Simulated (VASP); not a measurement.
Input of a VASP 6.6.1 run:

POSCAR

```
ZnO
1.0
    3.2353408614      0.0000000000      0.0000000000
   -1.6176704307      2.8018873759      0.0000000000
    0.0000000000      0.0000000000      5.2109518227
Zn O
2 2
Direct
    0.3333333333      0.6666666667     -0.0023477534
    0.6666666667      0.3333333333      0.4976522466
    0.3333333333      0.6666666667      0.3773477534
    0.6666666667      0.3333333333      0.8773477534
```

File INCAR.step1:

```
PREC = Accurate
ENCUT = 1480
ISMEAR = 0
SIGMA = 0.01
LREAL = False
LASPH = True
NELM = 120
NBANDS = 26
GGA = PE
ALGO = Normal
EDIFF = 1E-5
LWAVE = True
LCHARG = False
GGA_COMPAT = False
```

Contents of INCAR.step2:

```
PREC = Accurate
ENCUT = 1480
EDIFF = 1E-6
ISMEAR = 0
SIGMA = 0.01
LREAL = False
LASPH = True
NELM = 120
ALGO = Normal
ISIF = 2
LWAVE = False
LCHARG = False
METAGGA = R2SCAN
LMIXTAU = True
NBANDS = 26
ISTART = 1
GGA_COMPAT = False
```

The input KPOINTS:

```
Automatic mesh
0
Gamma
  9 9 4
```

Potentials or basis: VASP PAW PBE potentials, release 64 (Zn, O_h).

Launch:

```bash
$ cat potpaw_PBE.64/Zn/POTCAR potpaw_PBE.64/O_h/POTCAR > POTCAR
$ cp INCAR.step1 INCAR
$ mpirun -np 1 vasp_std > vasp.out
$ cp INCAR.step2 INCAR
$ mpirun -np 1 vasp_std > vasp.out
```

Problem. Estimate the band gap on the k mesh.

Solution. 1.24 eV.

Problem. Predict the pressure.

Solution. 1.0 GPa.

Caveat: the PAW data sets were made with another functional, which shifts forces and pressure a little.
